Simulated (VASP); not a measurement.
A run of VASP 6.6.1 is set up as follows.

Contents of INCAR:

```
PREC = Accurate ; ENCUT = 500
EDIFF = 1E-6 ; ISMEAR = 0
SIGMA = 0.02 ; LREAL = False
LASPH = True ; NELM = 120
ALGO = Normal ; ISIF = 2
LWAVE = False ; LCHARG = False
NBANDS = 16 ; GGA_COMPAT = False
```

Contents of KPOINTS:

```
regular mesh
0
Gamma
  8 8 8
```

POSCAR

```
CdS
1.0
    0.0000000000      2.8782482507      2.8782482507
    2.8782482507      0.0000000000      2.8782482507
    2.8782482507      2.8782482507      0.0000000000
Cd S
1 1
Direct
    0.0000000000      0.0000000000      0.0000000000
    0.2500000000      0.2500000000      0.2500000000
```

Potentials or basis: VASP PAW LDA potentials, release 64 (Cd, S).

Launch:

```bash
$ cat potpaw_LDA.64/Cd/POTCAR potpaw_LDA.64/S/POTCAR > POTCAR
$ mpirun -np 1 vasp_std > vasp.out
```

Q: Estimate the band gap on the k mesh.

A: 0.98 eV, direct.

Q: Estimate the pressure.

A: 0.6 GPa.

Expect the measured gap to be larger: semilocal functionals such as LDA lack the derivative discontinuity.
